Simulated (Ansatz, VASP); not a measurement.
**ScSi2 in VASP and in Ansatz**

```
Sc Si
1.0
     3.64675    0.00000    0.00000
     0.00000    3.64675    0.00000
     0.00000    0.00000    4.19552
Sc Si
1 2
Direct
  0.00000 0.00000 0.00000
  0.50000 0.00000 0.50000
  0.00000 0.50000 0.50000
```

Alike in both runs: functional PBE; k mesh 10 × 10 × 16; occupations gaussian, width 0.1 eV; no spin polarisation.

Ansatz relaxed the structure, and its values are those at the end. VASP's run is a single point on that final structure, the one shown.

|  | VASP | Ansatz |
| --- | --- | --- |
| version | VASP 6.6.1 | Ansatz 0.2.0 |
| potentials or method | VASP PAW PBE potentials, release 64 (Sc_sv, Si), cutoff 520 eV | scalar-relativistic, plane waves, PAW |
| valence electrons in the cell | 19 | 19 |

```tsv
	VASP	Ansatz	Ansatz less VASP
gap on the k mesh at the Fermi level (eV)	none	none	-
pressure (GPa)	0.1	0.0	-0.07
```

A gap of «none» marks a metal or a gap that the smearing closes.
